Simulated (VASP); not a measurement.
# MnO (Fm-3m) in VASP: single point with r2SCAN

Aim: the single point of MnO with r2SCAN.

Everything below comes from runs of VASP 6.6.1. Logs are shortened: lines on timing, memory, paths and dates and some standing lists are left out, and cuts for length are marked.

## 1. The cell of the first run

Symmetry: Fm-3m, No. 225, cubic system. Conventional cell: a = 4.450 Å, b = 4.450 Å, c = 4.450 Å, α = 90.00°, β = 90.00°, γ = 90.00°. Mn (site symmetry m-3m) has 6 O at 2.23 Å within 2.9 Å. Within 2.9 Å of O (site symmetry m-3m) lie 6 Mn at 2.23 Å.

## 2. Single point, r2SCAN, collinear spin, ferromagnetic start

Input file POSCAR:

```
MnO
1.0
    0.0000000000      2.2252395987     -2.2252395987
    0.0000000000      2.2252395987      2.2252395987
    4.4504791974      0.0000000000      0.0000000000
Mn O
2 2
Direct
    0.0000000000      0.0000000000      0.0000000000
    0.5000000000      0.5000000000      0.5000000000
    0.0000000000      1.0000000000      0.5000000000
    0.5000000000      1.5000000000      1.0000000000
```

Input file INCAR.step1:

```
PREC = Accurate
ENCUT = 520
ISMEAR = 0
SIGMA = 0.05
LREAL = False
LASPH = True
NELM = 150
ISPIN = 2
MAGMOM = 5 5 0 0
LMAXMIX = 4
NBANDS = 31
GGA = PE
ALGO = Normal
EDIFF = 1E-4
LWAVE = True
LCHARG = False
```

Input file INCAR.step2:

```
PREC = Accurate
ENCUT = 520
EDIFF = 1E-6
ISMEAR = 0
SIGMA = 0.05
LREAL = False
LASPH = True
NELM = 150
ALGO = Normal
ISIF = 2
LWAVE = False
LCHARG = False
ISPIN = 2
MAGMOM = 5 5 0 0
LORBIT = 11
LMAXMIX = 4
METAGGA = R2SCAN
LMIXTAU = True
NBANDS = 31
ISTART = 1
```

Input file KPOINTS:

```
Automatic mesh
0
Gamma
  10 10 8
```

Potentials or basis: VASP PAW PBE potentials, release 64 (Mn_pv, O).

Started as:

```sh
$ cat potpaw_PBE.64/Mn_pv/POTCAR potpaw_PBE.64/O/POTCAR > POTCAR
$ cp INCAR.step1 INCAR
$ mpirun -np 1 vasp_std > vasp.out
$ cp INCAR.step2 INCAR
$ mpirun -np 1 vasp_std > vasp.out
```

OUTCAR:

```text
PREC = Accurate
   ENCUT = 520
   EDIFF = 1E-6
   ISMEAR = 0
   LREAL = False
   LASPH = True
   NELM = 150
   ISIF = 2
   ISPIN = 2
   LORBIT = 11
   METAGGA = R2SCAN
   ISTART = 1

 ion  position               nearest neighbor table
   1  0.000  0.000  0.000-   3 2.23   4 2.23   3 2.23   4 2.23   4 2.23   4 2.23   2 3.15   2 3.15
                             2 3.15   2 3.15   2 3.15   2 3.15   2 3.15   2 3.15
   2  0.500  0.500  0.500-   3 2.23   4 2.23   4 2.23   3 2.23   3 2.23   3 2.23   1 3.15   1 3.15
                             1 3.15   1 3.15   1 3.15   1 3.15   1 3.15   1 3.15
   3  0.000  0.000  0.500-   1 2.23   2 2.23   1 2.23   2 2.23   2 2.23   2 2.23
   4  0.500  0.500  0.000-   1 2.23   2 2.23   2 2.23   1 2.23   1 2.23   1 2.23

  LATTYP: Found a simple tetragonal cell.
 ALAT       =     3.1469640200
 C/A-ratio  =     1.4142135624

  Lattice vectors:

 A1 = (   0.0000000000,   2.2252395987,  -2.2252395987)
 A2 = (   0.0000000000,   2.2252395987,   2.2252395987)
 A3 = (   4.4504791974,   0.0000000000,   0.0000000000)

Analysis of symmetry for initial positions (statically):
=====================================================================
 Subroutine PRICEL returns following result:

  LATTYP: Found a face centered cubic cell.
 ALAT       =     4.4504791974
[... 12 lines left out ...]
 Subroutine GETGRP returns: Found 16 space group operations
 (whereof 16 operations were pure point group operations)
 out of a pool of 16 trial point group operations.

The static configuration has the point symmetry D_4h.

Analysis of symmetry for dynamics (positions and initial velocities):
=====================================================================
 Subroutine PRICEL returns following result:

  LATTYP: Found a face centered cubic cell.
 ALAT       =     4.4504791974
[... 12 lines left out ...]
 Subroutine GETGRP returns: Found 16 space group operations
 (whereof 16 operations were pure point group operations)
 out of a pool of 16 trial point group operations.

The dynamic configuration has the point symmetry D_4h.

Analysis of structural, dynamic, and magnetic symmetry:
=====================================================================
 Subroutine PRICEL returns following result:

  LATTYP: Found a face centered cubic cell.
 ALAT       =     4.4504791974
[... 12 lines left out ...]
 Subroutine GETGRP returns: Found 16 space group operations
 (whereof 16 operations were pure point group operations)
 out of a pool of 16 trial point group operations.

The overall configuration has the point symmetry D_4h.

 Subroutine INISYM returns: Found 16 space group operations
 (whereof 16 operations are pure point group operations),
 and found     2 'primitive' translations

----------------------------------------------------------------------------------------

                                     Primitive cell

  volume of cell :      22.0374

  direct lattice vectors                    reciprocal lattice vectors
    -2.225239599 -2.225239599  0.000000000    -0.224694905 -0.224694905  0.224694905
    -2.225239599  0.000000000 -2.225239599    -0.224694905  0.224694905 -0.224694905
     0.000000000 -2.225239599 -2.225239599     0.224694905 -0.224694905 -0.224694905

  length of vectors
     3.146964020  3.146964020  3.146964020     0.389182991  0.389182991  0.389182991

  position of ions in fractional coordinates (direct lattice)
     0.000000000  0.000000000  0.000000000
     0.500000000  0.500000000  0.500000000

  ion indices of the primitive-cell ions
   primitive index   ion index
                 1           1
                 2           3

----------------------------------------------------------------------------------------

 KPOINTS: Automatic mesh

Automatic generation of k-mesh.
 Grid dimensions read from file:
 generate k-points for:   10   10    8

 Generating k-lattice:

  Cartesian coordinates                     Fractional coordinates (reciprocal lattice)
     0.000000000  0.022469490 -0.022469490     0.100000000  0.000000000  0.000000000
     0.000000000  0.022469490  0.022469490     0.000000000  0.100000000  0.000000000
     0.028086863  0.000000000  0.000000000     0.000000000  0.000000000  0.125000000

  Length of vectors
     0.031776658  0.031776658  0.028086863

  Shift w.r.t. Gamma in fractional coordinates (k-lattice)
     0.000000000  0.000000000  0.000000000

 Subroutine IBZKPT returns following result:
 ===========================================

 Found    105 irreducible k-points:

 Following reciprocal coordinates:
            Coordinates               Weight
  0.000000  0.000000  0.000000      1.000000
  0.100000  0.000000  0.000000      4.000000
  0.200000  0.000000  0.000000      4.000000
  0.300000  0.000000  0.000000      4.000000
  0.400000  0.000000  0.000000      4.000000
  0.500000  0.000000  0.000000      2.000000
[... 16 lines left out ...]
  0.100000  0.000000  0.125000      8.000000
  0.200000  0.000000  0.125000      8.000000
 [... further k-points ...]
   k-points           NKPTS =    105   k-points in BZ     NKDIM =    105   number of bands    NBANDS=     31
   number of dos      NEDOS =    301   number of ions     NIONS =      4
   total plane-waves  NPLWV =  20736
   dimension x,y,z NGX =    24 NGY =   24 NGZ =   36
   dimension x,y,z NGXF=    48 NGYF=   48 NGZF=   72
   ions per type =               2   2
   NGX,Y,Z   is equivalent  to a cutoff of  12.68, 12.68, 13.45 a.u.
   NGXF,Y,Z  is equivalent  to a cutoff of  25.36, 25.36, 26.90 a.u.
 SYSTEM =  unknown system
   PREC   = accura    normal or accurate (medium, high low for compatibility)
   ISTART =      1    job   : 0-new  1-cont  2-samecut
   ICHARG =      0    charge: 1-file 2-atom 10-const
   ISPIN  =      2    spin polarized calculation?
   LNONCOLLINEAR =      F non collinear calculations
   LSORBIT =      F    spin-orbit coupling
   LASPH  =      T    aspherical Exc in radial PAW
   ENCUT  =  520.0 eV  38.22 Ry    6.18 a.u.   5.85  5.85  8.27*2*pi/ulx,y,z
   NELM   =    150;   NELMIN=  2; NELMDL=  0     # of ELM steps
   EDIFF  = 0.1E-05   stopping-criterion for ELM
   LREAL  =      F    real-space projection
   EDIFFG = 0.1E-04   stopping-criterion for IOM
   NSW    =      0    number of steps for IOM
   IBRION =     -1    ionic relax: 0-MD 1-quasi-New 2-CG
   NFREE  =      0    steps in history (QN), initial steepest desc. (CG)
   ISIF   =      2    stress and relaxation
   ISYM   =      2    0-nonsym 1-usesym 2-fastsym
   POTIM  = 0.5000    time-step for ionic-motion
   TEBEG  =    0.0;   TEEND  =   0.0 temperature during run
   PSTRESS=    0.0 pullay stress
   NELECT =      38.0000    total number of electrons
   NUPDOWN=      -1.0000    fix difference up-down
   EMIN   =  10.00;   EMAX   =-10.00  energy-range for DOS
   EFERMI =   0.00;   METHOD = LEGACY
   ISMEAR =     0;   SIGMA  =   0.05  broadening in eV -4-tet -1-fermi 0-gaus
   EFERMI_NEDOS =   21; number of points for ismear=-14 and -15
   IALGO  =     38    algorithm
   IMIX   =      4    mixing-type and parameters
     AMIX     =   0.40;   BMIX     =  1.00
     AMIX_MAG =   1.60;   BMIX_MAG =  1.00
  volume/ion in A,a.u.               =      11.02        74.36
  Fermi-wavevector in a.u.,A,eV,Ry     =   1.558138  2.944454 33.032143  2.427794
  Thomas-Fermi vector in A             =   2.661686
   LORBIT       =     11    0 simple, 1 ext, 2 COOP (PROOUT), +10 PAW based schemes
   METAGGA = R2SCAN    functional components
   LHFCALC =     F    Hartree Fock is set to
   AEXX    =    0.0000 exact exchange contribution
   IVDW    =     0    specifies the selected vdW correction
   LEPSILON=     F    determine dielectric tensor
   LRPA    =     F    only Hartree local field effects (RPA)
 spin polarized calculation
 Gauss-broadening in eV      SIGMA  =   0.05
  energy-cutoff  :      520.00
  volume of cell :       44.07
 maximum number of plane-waves:      1212
 NGX is ok and might be reduce to    24
   NGX = 11   NGY = 11   NGZ = 17

 number of electron      37.9999980 magnetization      10.0000502

 number of electron      37.9999980 magnetization       9.9999985

 Free energy of the ion-electron system (eV)
  ---------------------------------------------------
  ext. energy  EPLUGINS =         0.00000000
  ---------------------------------------------------
  free energy    TOTEN  =       -48.97228365 eV

  energy without entropy =      -48.97218612  energy(sigma->0) =      -48.97223488

 E-fermi :   7.3218     XC(G=0): -12.5154

 val. band max:        7.2680462664   @ k =   0.5000   0.0000   0.5000
 cond. band min:       7.4576439387   @ k =   0.5000   0.5000   0.0000
 fundamental gap:      0.1895976723
 Fermi energy:         7.3217537677

 spin component 1

 k-point     1 :       0.0000    0.0000    0.0000
  band No.  band energies     occupation
      1     -45.3393      1.00000
      2     -45.3082      1.00000
      3     -45.3082      1.00000
      4     -45.2863      1.00000
      5     -45.2863      1.00000
      6     -45.2860      1.00000
[... 805 lines left out ...]
     30      21.3980      0.00000
     31      22.5588      0.00000

 [... further k-points ...]

 spin component 2

 k-point     1 :       0.0000    0.0000    0.0000
  band No.  band energies     occupation
      1     -38.9749      1.00000
      2     -38.9360      1.00000
      3     -38.9360      1.00000
      4     -38.9061      1.00000
      5     -38.9061      1.00000
      6     -38.9015      1.00000
[... 805 lines left out ...]
     30      23.3491      0.00000
     31      24.5688      0.00000

 [... further k-points ...]

------------------------ aborting loop because EDIFF is reached ----------------------------------------

  FORCE on cell =-STRESS in cart. coord.  units (eV):
  Direction    XX          YY          ZZ          XY          YZ          ZX
  --------------------------------------------------------------------------------------
  -------------------------------------------------------------------------------------
  Total        0.0885381      0.0259755      0.0259755     -0.0000000      0.0000000      0.0000000
  in kB        3.2184759      0.9442448      0.9442448     -0.0000000      0.0000000      0.0000000
  external PRESSURE =       1.7023218 kB  Pullay stress =       0.0000000 kB

 VOLUME and BASIS-vectors are now :
 -----------------------------------------------------------------------------
  energy-cutoff  :      520.00
  volume of cell :       44.07
      direct lattice vectors                 reciprocal lattice vectors
     0.000000000  2.225239599 -2.225239599     0.000000000  0.224694905 -0.224694905
     0.000000000  2.225239599  2.225239599     0.000000000  0.224694905  0.224694905
     4.450479197  0.000000000  0.000000000     0.224694905  0.000000000  0.000000000

 POSITION                                       TOTAL-FORCE (eV/Angst)
 -----------------------------------------------------------------------------------
      0.00000      0.00000      0.00000         0.000000     -0.000000     -0.000000
      2.22524      2.22524      0.00000        -0.000000      0.000000     -0.000000
      2.22524      0.00000      0.00000         0.000000      0.000000      0.000000
      0.00000      2.22524      0.00000        -0.000000     -0.000000      0.000000
 -----------------------------------------------------------------------------------
    total drift:                               -0.000000      0.000000     -0.000000

  FREE ENERGIE OF THE ION-ELECTRON SYSTEM (eV)
  ---------------------------------------------------
  free  energy   TOTEN  =       -48.9722836471 eV

  energy  without entropy=      -48.9721861204  energy(sigma->0) =      -48.97223488

 total charge

# of ion       s       p       d       tot
------------------------------------------
    1        0.207   6.170   4.960  11.338
    2        0.207   6.170   4.960  11.338
    3        1.559   3.469   0.000   5.028
    4        1.559   3.469   0.000   5.028
--------------------------------------------------
tot          3.532  19.279   9.921  32.731

 magnetization (x)

# of ion       s       p       d       tot
------------------------------------------
    1        0.028   0.022   4.494   4.544
    2        0.028   0.022   4.494   4.544
    3        0.031   0.201   0.000   0.232
    4        0.031   0.201   0.000   0.232
--------------------------------------------------
tot          0.120   0.445   8.988   9.553
```

Run time: 5.7 min. Hardware: 1 thread of Intel Xeon 6975P-C (Granite Rapids), shared host; peak memory 0.32 GiB.

Results:

```yaml
Free_energy: -48.9723 eV
Pressure: 0.2 GPa
Band_gap_on_the_k_mesh: zero (filled and empty bands overlap)
Net_moment: 10.00 μB per cell
Site_moments: Mn +4.54; O +0.23 μB
Valence_electrons_inside_the_program's_atomic_spheres: Mn 11.34; O 5.03
```

Caveat: the PAW data sets were made with another functional, which shifts forces and pressure a little; semilocal functionals often make such compounds metallic where correlation or magnetic order opens a gap, which also shifts bond lengths; only a ferromagnetic start was run, and an antiferromagnetic order may lie lower in energy. With open d or f shells a metallic result of r2SCAN can be an artefact of self-interaction; +U or a hybrid may open a gap.
